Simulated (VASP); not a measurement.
# MgS (Fm-3m) in VASP: notebook

MgS is run at these levels: PBE; tasks: single point.

All numbers are computed with VASP 6.6.1; they aren't measurements. Logs are shortened: lines on timing, memory, paths and dates and some standing lists are left out, and cuts for length are marked.

## 1. The cell of the first run

Symmetry: Fm-3m, No. 225, cubic system. The conventional cell has a = 5.203 Å, b = 5.203 Å, c = 5.203 Å, α = 90.00°, β = 90.00°, γ = 90.00°. Within 3.4 Å of Mg (site symmetry m-3m) lie 6 S at 2.60 Å. Within 3.4 Å of S (site symmetry m-3m) lie 6 Mg at 2.60 Å.

## 2. Single point, PBE

File INCAR:

```
SYSTEM = MgS
PREC     = Accurate       ! precision mode
ENCUT    = 520            ! plane-wave cutoff, eV
EDIFF    = 1E-7           ! SCF threshold, eV
ISMEAR   = 0              ! smearing method
SIGMA    = 0.1            ! smearing width, eV
LREAL    = .False.        ! projectors in reciprocal space
LASPH    = .True.         ! aspherical terms in the spheres
NELM     = 60             ! most SCF steps
ALGO     = Normal         ! electronic algorithm
ISIF     = 2              ! what is computed and relaxed
LWAVE    = .False.        ! write WAVECAR
LCHARG   = .True.         ! write CHGCAR
GGA      = PE             ! functional
LELF     = .True.         ! ELF
LVHAR    = .True.       
NBANDS   = 11             ! bands
```

File KPOINTS:

```
regular mesh
0
Gamma
  6 6 6
  0 0 0
```

File POSCAR:

```
MgS
1.0
    0.0000000000      2.6016500000      2.6016500000
    2.6016500000      0.0000000000      2.6016500000
    2.6016500000      2.6016500000      0.0000000000
Mg S
1 1
Direct
    0.0000000000      0.0000000000      0.0000000000
    0.5000000000      0.5000000000      0.5000000000
```

Potentials or basis: VASP PAW PBE potentials, release 64 (Mg, S).

On the command line:

```sh
$ cat potpaw_PBE.64/Mg/POTCAR potpaw_PBE.64/S/POTCAR > POTCAR
$ mpirun -np 1 vasp_std > vasp.out
```

OUTCAR:

```text
SYSTEM = MgS
   PREC = Accurate
   ENCUT = 520
   EDIFF = 1E-7
   ISMEAR = 0
   LREAL = .False.
   LASPH = .True.
   NELM = 60
   ISIF = 2
   GGA = PE

 ion  position               nearest neighbor table
   1  0.000  0.000  0.000-   2 2.60   2 2.60   2 2.60   2 2.60   2 2.60   2 2.60
   2  0.500  0.500  0.500-   1 2.60   1 2.60   1 2.60   1 2.60   1 2.60   1 2.60

  LATTYP: Found a face centered cubic cell.
 ALAT       =     5.2033000000

  Lattice vectors:

 A1 = (   0.0000000000,   2.6016500000,   2.6016500000)
 A2 = (   2.6016500000,   0.0000000000,   2.6016500000)
 A3 = (   2.6016500000,   2.6016500000,   0.0000000000)

Analysis of symmetry for initial positions (statically):
=====================================================================
 Subroutine PRICEL returns:
 Original cell was already a primitive cell.

 Routine SETGRP: Setting up the symmetry group for a
 face centered cubic supercell.

 Subroutine GETGRP returns: Found 48 space group operations
[... 9 lines left out ...]

 Routine SETGRP: Setting up the symmetry group for a
 face centered cubic supercell.

 Subroutine GETGRP returns: Found 48 space group operations
[... 11 lines left out ...]
                                     Primitive cell

  volume of cell :      35.2190

  direct lattice vectors                    reciprocal lattice vectors
     0.000000000  2.601650000  2.601650000    -0.192185728  0.192185728  0.192185728
     2.601650000  0.000000000  2.601650000     0.192185728 -0.192185728  0.192185728
     2.601650000  2.601650000  0.000000000     0.192185728  0.192185728 -0.192185728

  length of vectors
     3.679288715  3.679288715  3.679288715     0.332875446  0.332875446  0.332875446

  position of ions in fractional coordinates (direct lattice)
     0.000000000  0.000000000  0.000000000
     0.500000000  0.500000000  0.500000000

  ion indices of the primitive-cell ions
   primitive index   ion index
                 1           1
                 2           2

----------------------------------------------------------------------------------------

 KPOINTS: regular mesh

Automatic generation of k-mesh.
 Grid dimensions read from file:
 generate k-points for:    6    6    6

 Generating k-lattice:

  Cartesian coordinates                     Fractional coordinates (reciprocal lattice)
    -0.032030955  0.032030955  0.032030955     0.166666667  0.000000000  0.000000000
     0.032030955 -0.032030955  0.032030955     0.000000000  0.166666667  0.000000000
     0.032030955  0.032030955 -0.032030955     0.000000000  0.000000000  0.166666667

  Length of vectors
     0.055479241  0.055479241  0.055479241

  Shift w.r.t. Gamma in fractional coordinates (k-lattice)
     0.000000000  0.000000000  0.000000000

 Subroutine IBZKPT returns following result:
 ===========================================

 Found     16 irreducible k-points:

 Following reciprocal coordinates:
            Coordinates               Weight
  0.000000  0.000000  0.000000      1.000000
  0.166667  0.000000  0.000000      8.000000
  0.333333  0.000000  0.000000      8.000000
  0.500000  0.000000  0.000000      4.000000
  0.166667  0.166667  0.000000      6.000000
  0.333333  0.166667  0.000000     24.000000
[... 8 lines left out ...]
 -0.333333  0.333333  0.166667     24.000000
 -0.333333  0.500000  0.166667     12.000000
   k-points           NKPTS =     16   k-points in BZ     NKDIM =     16   number of bands    NBANDS=     11
   number of dos      NEDOS =    301   number of ions     NIONS =      2
   total plane-waves  NPLWV =  21952
   dimension x,y,z NGX =    28 NGY =   28 NGZ =   28
   dimension x,y,z NGXF=    56 NGYF=   56 NGZF=   56
   ions per type =               1   1
   NGX,Y,Z   is equivalent  to a cutoff of  12.65, 12.65, 12.65 a.u.
   NGXF,Y,Z  is equivalent  to a cutoff of  25.30, 25.30, 25.30 a.u.
 SYSTEM =  MgS
   PREC   = accura    normal or accurate (medium, high low for compatibility)
   ISTART =      0    job   : 0-new  1-cont  2-samecut
   ICHARG =      2    charge: 1-file 2-atom 10-const
   ISPIN  =      1    spin polarized calculation?
   LNONCOLLINEAR =      F non collinear calculations
   LSORBIT =      F    spin-orbit coupling
   LASPH  =      T    aspherical Exc in radial PAW
   ENCUT  =  520.0 eV  38.22 Ry    6.18 a.u.   6.84  6.84  6.84*2*pi/ulx,y,z
   NELM   =     60;   NELMIN=  2; NELMDL= -5     # of ELM steps
   EDIFF  = 0.1E-06   stopping-criterion for ELM
   LREAL  =      F    real-space projection
   EDIFFG = 0.1E-05   stopping-criterion for IOM
   NSW    =      0    number of steps for IOM
   IBRION =     -1    ionic relax: 0-MD 1-quasi-New 2-CG
   NFREE  =      0    steps in history (QN), initial steepest desc. (CG)
   ISIF   =      2    stress and relaxation
   ISYM   =      2    0-nonsym 1-usesym 2-fastsym
   POTIM  = 0.5000    time-step for ionic-motion
   TEBEG  =    0.0;   TEEND  =   0.0 temperature during run
   PSTRESS=    0.0 pullay stress
   NELECT =       8.0000    total number of electrons
   NUPDOWN=      -1.0000    fix difference up-down
   EMIN   =  10.00;   EMAX   =-10.00  energy-range for DOS
   EFERMI =   0.00;   METHOD = LEGACY
   ISMEAR =     0;   SIGMA  =   0.10  broadening in eV -4-tet -1-fermi 0-gaus
   EFERMI_NEDOS =   21; number of points for ismear=-14 and -15
   IALGO  =     38    algorithm
   IMIX   =      4    mixing-type and parameters
     AMIX     =   0.40;   BMIX     =  1.00
     AMIX_MAG =   1.60;   BMIX_MAG =  1.00
  volume/ion in A,a.u.               =      17.61       118.83
  Fermi-wavevector in a.u.,A,eV,Ry     =   0.998878  1.887606 13.575323  0.997758
  Thomas-Fermi vector in A             =   2.131131
   LORBIT       =      0    0 simple, 1 ext, 2 COOP (PROOUT), +10 PAW based schemes
   GGA     = PE    functional components
   LHFCALC =     F    Hartree Fock is set to
   AEXX    =    0.0000 exact exchange contribution
   IVDW    =     0    specifies the selected vdW correction
   LEPSILON=     F    determine dielectric tensor
   LRPA    =     F    only Hartree local field effects (RPA)
 non-spin polarized calculation
 Gauss-broadening in eV      SIGMA  =   0.10
  energy-cutoff  :      520.00
  volume of cell :       35.22
 maximum number of plane-waves:       960
   NGX = 13   NGY = 13   NGZ = 13

 number of electron       8.0000000 magnetization

 Free energy of the ion-electron system (eV)
  ---------------------------------------------------
  ext. energy  EPLUGINS =         0.00000000
  ---------------------------------------------------
  free energy    TOTEN  =        -8.49920615 eV

  energy without entropy =       -8.49920615  energy(sigma->0) =       -8.49920615

 E-fermi :   4.2094     XC(G=0):  -9.6875

 val. band max:        3.7275054631   @ k =   0.0000   0.0000   0.0000
 cond. band min:       6.5009539394   @ k =   0.5000   0.5000   0.0000
 fundamental gap:      2.7734484763
 Fermi energy:         4.2093711165

 k-point     1 :       0.0000    0.0000    0.0000
  band No.  band energies     occupation
      1      -8.9394      2.00000
      2       3.7275      2.00000
      3       3.7275      2.00000
      4       3.7275      2.00000
      5       7.4368      0.00000
      6      11.6806      0.00000
      7      11.6806      0.00000
      8      11.6806      0.00000
      9      14.0759      0.00000
     10      14.0759      0.00000
     11      16.2644      0.00000

 k-point     2 :       0.1667    0.0000    0.0000
  band No.  band energies     occupation
      1      -8.6757      2.00000
      2       2.0992      2.00000
      3       3.5589      2.00000
      4       3.5589      2.00000
      5       8.5353      0.00000
      6      11.3841      0.00000
      7      11.9415      0.00000
      8      11.9415      0.00000
      9      13.3753      0.00000
     10      13.3753      0.00000
     11      16.1596      0.00000

 k-point     3 :       0.3333    0.0000    0.0000
  band No.  band energies     occupation
      1      -8.0396      2.00000
      2      -0.1124      2.00000
      3       3.2669      2.00000
      4       3.2669      2.00000
      5       8.5099      0.00000
      6      11.0654      0.00000
      7      11.0654      0.00000
      8      13.0720      0.00000
      9      15.2405      0.00000
     10      15.2405      0.00000
     11      15.2843      0.00000

 k-point     4 :       0.5000    0.0000    0.0000
  band No.  band energies     occupation
      1      -7.6338      2.00000
      2      -1.1020      2.00000
      3       3.1383      2.00000
      4       3.1383      2.00000
      5       8.2746      0.00000
      6      10.6334      0.00000
      7      10.6334      0.00000
      8      13.8401      0.00000
      9      15.8810      0.00000
     10      18.1136      0.00000
     11      18.1136      0.00000

 k-point     5 :       0.1667    0.1667    0.0000
  band No.  band energies     occupation
      1      -8.5902      2.00000
      2       2.1948      2.00000
      3       3.1971      2.00000
      4       3.1971      2.00000
      5       9.0503      0.00000
      6      10.2415      0.00000
      7      11.6354      0.00000
      8      12.8106      0.00000
      9      12.8106      0.00000
     10      14.5350      0.00000
     11      17.8733      0.00000
[... 99 lines left out ...]
 k-point    13 :       0.5000    0.5000    0.0000
  band No.  band energies     occupation
      1      -7.2626      2.00000
      2      -0.4658      2.00000
      3       2.0451      2.00000
      4       2.0451      2.00000
      5       6.5010      0.00000
      6       8.1217      0.00000
      7      15.7315      0.00000
      8      16.5457      0.00000
      9      17.0986      0.00000
     10      17.0986      0.00000
     11      19.5656      0.00000

 k-point    14 :       0.5000    0.3333    0.1667
  band No.  band energies     occupation
      1      -7.6066      2.00000
      2       0.0422      2.00000
      3       1.5370      2.00000
      4       2.4956      2.00000
      5       9.0121      0.00000
      6      10.3498      0.00000
      7      11.0440      0.00000
      8      13.5634      0.00000
      9      15.2782      0.00000
     10      18.5624      0.00000
     11      19.0429      0.00000

 k-point    15 :      -0.3333    0.3333    0.1667
  band No.  band energies     occupation
      1      -7.3313      2.00000
      2      -0.1951      2.00000
      3       1.0160      2.00000
      4       2.1427      2.00000
      5       9.0509      0.00000
      6      10.4461      0.00000
      7      12.4144      0.00000
      8      12.6515      0.00000
      9      15.9613      0.00000
     10      17.6252      0.00000
     11      19.4351      0.00000

 k-point    16 :      -0.3333    0.5000    0.1667
  band No.  band energies     occupation
      1      -7.2290      2.00000
      2      -0.0227      2.00000
      3       1.1485      2.00000
      4       1.5147      2.00000
      5       8.1347      0.00000
      6       9.9502      0.00000
      7      12.8853      0.00000
      8      13.5286      0.00000
      9      17.5294      0.00000
     10      18.7652      0.00000
     11      19.1931      0.00000

------------------------ aborting loop because EDIFF is reached ----------------------------------------

  FORCE on cell =-STRESS in cart. coord.  units (eV):
  Direction    XX          YY          ZZ          XY          YZ          ZX
  --------------------------------------------------------------------------------------
  -------------------------------------------------------------------------------------
  Total        0.1948485      0.1948485      0.1948485      0.0000000      0.0000000      0.0000000
  in kB        8.8640278      8.8640278      8.8640278      0.0000000      0.0000000      0.0000000
  external PRESSURE =       8.8640278 kB  Pullay stress =       0.0000000 kB

 VOLUME and BASIS-vectors are now :
 -----------------------------------------------------------------------------
  energy-cutoff  :      520.00
  volume of cell :       35.22
      direct lattice vectors                 reciprocal lattice vectors
     0.000000000  2.601650000  2.601650000    -0.192185728  0.192185728  0.192185728
     2.601650000  0.000000000  2.601650000     0.192185728 -0.192185728  0.192185728
     2.601650000  2.601650000  0.000000000     0.192185728  0.192185728 -0.192185728

 POSITION                                       TOTAL-FORCE (eV/Angst)
 -----------------------------------------------------------------------------------
      0.00000      0.00000      0.00000         0.000000      0.000000      0.000000
      2.60165      2.60165      2.60165        -0.000000     -0.000000     -0.000000
 -----------------------------------------------------------------------------------
    total drift:                                0.000000      0.000000      0.000000

  FREE ENERGIE OF THE ION-ELECTRON SYSTEM (eV)
  ---------------------------------------------------
  free  energy   TOTEN  =        -8.4992061490 eV

  energy  without entropy=       -8.4992061490  energy(sigma->0) =       -8.49920615
```

Run time: 4 s. Hardware: 1 thread of Intel Xeon 6975P-C (Granite Rapids), shared host; peak memory 0.15 GiB.

Results:

```
Free energy            : -8.4992 eV
Pressure               : 0.9 GPa
Band gap on the k mesh : 2.77 eV, indirect (least direct gap 3.71 eV)
```

A k mesh can miss the band edges. Expect the measured gap to be larger: semilocal functionals such as PBE lack the derivative discontinuity.

## 3. Single point, PBE

This run uses another cell than the first one, of 15.77 Å³/atom, 0.896 times its volume.

File INCAR:

```
SYSTEM = MgS
  PREC = Accurate
  ENCUT = 520
  EDIFF = 1E-6
  ISMEAR = 0
  SIGMA = 0.01
  LREAL = .FALSE.
  LASPH = .TRUE.
  NELM = 60
  ALGO = Normal
  ISIF = 2
  LWAVE = .FALSE.
  LCHARG = .FALSE.
  GGA = PE
  NBANDS = 11
```

File KPOINTS:

```
Automatic mesh
0
G
  8 8 8
  0 0 0
```

File POSCAR:

```
MgS
1.0
    0.0000000000      2.5076982378      2.5076982378
    2.5076982378      0.0000000000      2.5076982378
    2.5076982378      2.5076982378      0.0000000000
Mg S
1 1
Direct
    0.0000000000      0.0000000000      0.0000000000
    0.5000000000      0.5000000000      0.5000000000
```

Potentials or basis: VASP PAW PBE potentials, release 64 (Mg, S).

On the command line:

```sh
$ cat potpaw_PBE.64/Mg/POTCAR potpaw_PBE.64/S/POTCAR > POTCAR
$ mpirun -np 1 vasp_std > vasp.out
```

It took 5 s on 1 thread of AMD EPYC 9R45 (Zen 5), shared host; peak memory 0.13 GiB.

It converged, with:

| Property | Result |
| --- | --- |
| Free energy | -8.3682 eV |
| Pressure | 11.7 GPa |
| Band gap on the k mesh | 3.01 eV, indirect (least direct gap 4.65 eV) |

Levels at points of the mesh, in eV from the valence-band top:
| k point | band 1 | band 2 | band 3 | band 4 | band 5 | band 6 | band 7 | band 8 | band 9 |
| --- | --- | --- | --- | --- | --- | --- | --- | --- | --- |
| (0.00, 0.00, 0.00) | -13.35 | 0.00 | 0.00 | 0.00 | 4.65 | 7.86 | 7.86 | 7.86 | 10.45 |
| (0.50, 0.00, 0.00) | -11.74 | -5.45 | -0.73 | -0.73 | 4.70 | 7.02 | 7.02 | 11.32 | 12.84 |
| (0.50, 0.50, 0.00) | -11.27 | -4.80 | -1.95 | -1.95 | 3.01 | 4.02 | 13.13 | 13.13 | 14.56 |

A k mesh can miss the band edges. As with any semilocal functional, this PBE gap is likely too small.
